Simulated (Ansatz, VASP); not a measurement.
**One calculation of Cu, two programs**

INCAR

```
SYSTEM = Cu
PREC = Accurate
ENCUT = 520
EDIFF = 1E-7
ISMEAR = -1
SIGMA = 0.08
LREAL = .False.
LASPH = .True.
NELM = 100
ALGO = Normal
ISIF = 2
LWAVE = .False.
LCHARG = .True.
GGA = PS
LELF = .True.
LVHAR = .True.
NBANDS = 12
```

KPOINTS

```
Automatic mesh
0
Gamma
  19 19 19
  0 0 0
```

POSCAR

```
Cu
1.0
    0.0000000000      1.8617250000      1.8075000000
    1.8617250000      0.0000000000      1.8075000000
    1.8617250000      1.8617250000      0.0000000000
Cu
1
Direct
    0.0000000000      0.0000000000      0.0000000000
```

Input for Ansatz:

```yaml
crystal:
  lattice:
    - [0.0, 1.861725, 1.8075]
    - [1.861725, 0.0, 1.8075]
    - [1.861725, 1.861725, 0.0]
  atoms:
    - { symbol: Cu, position: [0.0, 0.0, 0.0] }
kpoints:
  mp_grid: { grid: [19, 19, 19] }
  band_path:
    path:
      - [0.0, 0.0, 0.0]
      - [0.0, 0.5, 0.5]
      - [0.25, 0.75, 0.5]
      - [0.0, 0.5, 0.0]
      - [0.0, 0.0, 0.0]
      - [0.5, 0.5, 0.0]
      - [0.3826125, 0.6173875, 0.0]
      - [-0.3826125, 0.3826125, 0.0]
      - [0.0, 0.0, 0.0]
    npoints: 5
scf:
  occupations: { method: fermi_dirac, width: 0.08 }
hamiltonian:
  xc: pbesol
  pseudopotentials: { kind: all_electron, lapw: { basis_error: 0.00025 } }
output:
  forces: true
  stress: true
  eigenvalues: true
```

Change from the starting cell: equal xx and yy strain of +3 %.

Alike in both runs: task single point; functional PBEsol; k mesh 19 × 19 × 19; occupations fermi-dirac, width 0.08 eV; no spin polarisation.

|  | VASP | Ansatz |
| --- | --- | --- |
| version | VASP 6.6.1 | Ansatz 0.2.0 |
| potentials or method | VASP PAW PBE potentials, release 64 (Cu), cutoff 520 eV | all-electron LAPW, scalar-relativistic |

```csv
,VASP,Ansatz,Ansatz less VASP
pressure (GPa),-12.6,-13.3,-0.66
"traceless stress, the component that is largest in VASP (GPa)",0.64,0.65,+0.011
```

VASP's potentials were made for PBE, not for PBEsol. Ansatz ran all-electron here, and VASP with PAW potentials.
